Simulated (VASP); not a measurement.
Write the native input for VASP 6.6.1 that does the following.

```yaml
Task: single point
Functional: PBE
Potentials_or_basis: VASP PAW PBE potentials, release 64 (Al)
Cutoff: 520 eV
k_mesh: 6 × 6 × 6
Occupations: gaussian, width 0.1 eV
Spin: no spin polarisation
Dipole_correction: no
Further_INCAR_settings: ALGO = Fast; EDIFF = 1e-06; NBANDS = 14
```

The structure of Al lies in POSCAR:

```
Al
1.0
   -1.4019389000      2.7791388000      4.4660136000
    1.4019389000     -2.7791388000      4.4660136000
    1.4019389000      2.7791388000     -4.4660136000
Al
4
Direct
    0.7426580000      0.0000000000      0.7426580000
    0.2573420000      0.0000000000      0.2573420000
    0.2248460000      0.7248460000      0.5000000000
    0.7751540000      0.2751540000      0.5000000000
```

The cell was built from a structure type or drawn by symmetry, and may not be a known phase.

The input as run:

INCAR

```
  ALGO = Fast
  EDIFF = 1E-6
  ENCUT = 520
  GGA = PE
  ISIF = 2
  ISMEAR = 0
  LASPH = True
  LCHARG = False
  LREAL = False
  LWAVE = False
  NBANDS = 14
  NELM = 60
  PREC = Accurate
  SIGMA = 0.1
```

KPOINTS

```
k-points
0
Gamma
  6 6 6
```

Potentials or basis: VASP PAW PBE potentials, release 64 (Al).

Launch:

```console
$ cat potpaw_PBE.64/Al/POTCAR > POTCAR
$ mpirun -np 1 vasp_std > vasp.out
```

It gave:

- Pressure: 0.1 GPa
- Largest force: 0.038 eV/Å
- Band gap on the k mesh: zero (bands 6 and 7 overlap by 5.26 eV)

Caveat: the k points lie up to 0.39 Å⁻¹ apart, too coarse for converged energies and pressures of a metal.

Wall time 61 s on 1 thread of Intel(R) Xeon(R) Platinum 8488C (Sapphire Rapids), with other jobs on the host, peak memory 0.23 GiB.
